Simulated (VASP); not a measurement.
Wanted: the native input for a VASP 6.6.1 run.

```yaml
Task: single point
Functional: r2SCAN
Potentials_or_basis: VASP PAW PBE potentials, release 64 (Al, O)
Cutoff: 520 eV
k_mesh: 6 × 6 × 6
Occupations: gaussian, width 0.01 eV
Spin: no spin polarisation
Dipole_correction: no
Further_INCAR_settings: ALGO = Normal; EDIFF = 1e-06; NBANDS = 35
```

The system is Al2O3.

```
Al O
1.0
     2.37936    1.37372    4.28828
    -2.37936    1.37372    4.28828
     0.00000   -2.74745    4.28828
Al O
4 6
Direct
  0.85221 0.85221 0.85221
  0.35221 0.35221 0.35221
  0.14779 0.14779 0.14779
  0.64779 0.64779 0.64779
  0.44380 0.05620 0.75000
  0.05620 0.75000 0.44380
  0.55620 0.94380 0.25000
  0.25000 0.55620 0.94380
  0.94380 0.25000 0.55620
  0.75000 0.44380 0.05620
```

This cell differs from its parent crystal: uniaxial z strain -1.0%.

One way to write it, as run:

POSCAR

```
Al2O3
1.0
    2.3793614130      1.3737249523      4.2882780487
   -2.3793614130      1.3737249523      4.2882780487
    0.0000000000     -2.7474499046      4.2882780487
Al O
4 6
Direct
    0.8522147566      0.8522147566      0.8522147566
    0.3522147566      0.3522147566      0.3522147566
    0.1477852434      0.1477852434      0.1477852434
    0.6477852434      0.6477852434      0.6477852434
    0.4438049398      0.0561950602      0.7500000000
    0.0561950602      0.7500000000      0.4438049398
    0.5561950602      0.9438049398      0.2500000000
    0.2500000000      0.5561950602      0.9438049398
    0.9438049398      0.2500000000      0.5561950602
    0.7500000000      0.4438049398      0.0561950602
```

INCAR.step1

```
SYSTEM = Al2O3
PREC = Accurate
ENCUT = 520
ISMEAR = 0
SIGMA = 0.01
LREAL = .False.
LASPH = .True.
NELM = 80
NBANDS = 35
GGA = PE
ALGO = Normal
EDIFF = 1E-4
LWAVE = .True.
LCHARG = .False.
```

INCAR.step2

```
SYSTEM = Al2O3
PREC = Accurate
ENCUT = 520
EDIFF = 1E-6
ISMEAR = 0
SIGMA = 0.01
LREAL = .False.
LASPH = .True.
NELM = 80
ALGO = Normal
ISIF = 2
LWAVE = .False.
LCHARG = .True.
METAGGA = R2SCAN
LMIXTAU = .True.
LELF = .True.
LVHAR = .True.
NBANDS = 35
ISTART = 1
```

KPOINTS

```
Automatic mesh
0
Gamma
  6 6 6
  0 0 0
```

Potentials or basis: VASP PAW PBE potentials, release 64 (Al, O).

The run is started by

```bash
$ cat potpaw_PBE.64/Al/POTCAR potpaw_PBE.64/O/POTCAR > POTCAR
$ cp INCAR.step1 INCAR
$ mpirun -np 1 vasp_std > vasp.out
$ cp INCAR.step2 INCAR
$ mpirun -np 1 vasp_std > vasp.out
```

It gave:

```json
{
 "Pressure": "2.1 GPa",
 "Largest force": "0.018 eV/Å",
 "Band gap on the k mesh": "7.20 eV"
}
```

Caveat: the cell differs from its parent crystal (uniaxial z strain -1.0%); the PAW data sets were made with another functional, which shifts forces and pressure a little.

Run time: 8.1 min on 1 thread of Intel Xeon 8259CL, with other jobs on the host, peak memory 0.29 GiB.
